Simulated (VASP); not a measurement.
Input of a VASP 6.6.1 run:

POSCAR

```
Si
1.0
    4.8436716066      0.0000000000      0.0000000000
    0.0000000000      4.8436716066      0.0000000000
    0.0000000000      0.0000000000      4.8436716066
Si
8
Direct
    0.0000000000      0.0000000000      1.0000000000
    0.5000000000      0.5000000000      0.5000000000
    0.2500000000      1.0000000000      0.5000000000
    0.7500000000      1.0000000000      0.5000000000
    0.5000000000      0.2500000000      0.0000000000
    0.5000000000      0.7500000000      0.0000000000
    0.0000000000      0.5000000000      0.2500000000
    1.0000000000      0.5000000000      0.7500000000
```

File INCAR.step1:

```
SYSTEM = Si
PREC = Accurate
ENCUT = 520
ISMEAR = -1
SIGMA = 0.1
LREAL = .FALSE.
LASPH = .TRUE.
NELM = 60
NBANDS = 26
GGA = PE
ALGO = Normal
EDIFF = 1E-4
LWAVE = .TRUE.
LCHARG = .FALSE.
```

INCAR.step2

```
SYSTEM = Si
PREC = Accurate
ENCUT = 520
EDIFF = 1E-7
ISMEAR = -1
SIGMA = 0.1
LREAL = .FALSE.
LASPH = .TRUE.
NELM = 60
ALGO = Normal
ISIF = 2
LWAVE = .FALSE.
LCHARG = .TRUE.
METAGGA = R2SCAN
LMIXTAU = .TRUE.
LELF = .TRUE.
LVHAR = .TRUE.
NBANDS = 26
ISTART = 1
```

KPOINTS

```
regular mesh
0
G
  7 7 7
  0 0 0
```

Potentials or basis: VASP PAW PBE potentials, release 64 (Si).

The run is started by

```sh
$ cat potpaw_PBE.64/Si/POTCAR > POTCAR
$ cp INCAR.step1 INCAR
$ mpirun -np 1 vasp_std > vasp.out
$ cp INCAR.step2 INCAR
$ mpirun -np 1 vasp_std > vasp.out
```

Task: Predict the pressure.

Result: 0.3 GPa.

Task: What does it give for the band gap on the k mesh?

Result: Zero (bands 16 and 17 overlap by 2.77 eV).

Caveat: the PAW data sets were made with another functional, which shifts forces and pressure a little.
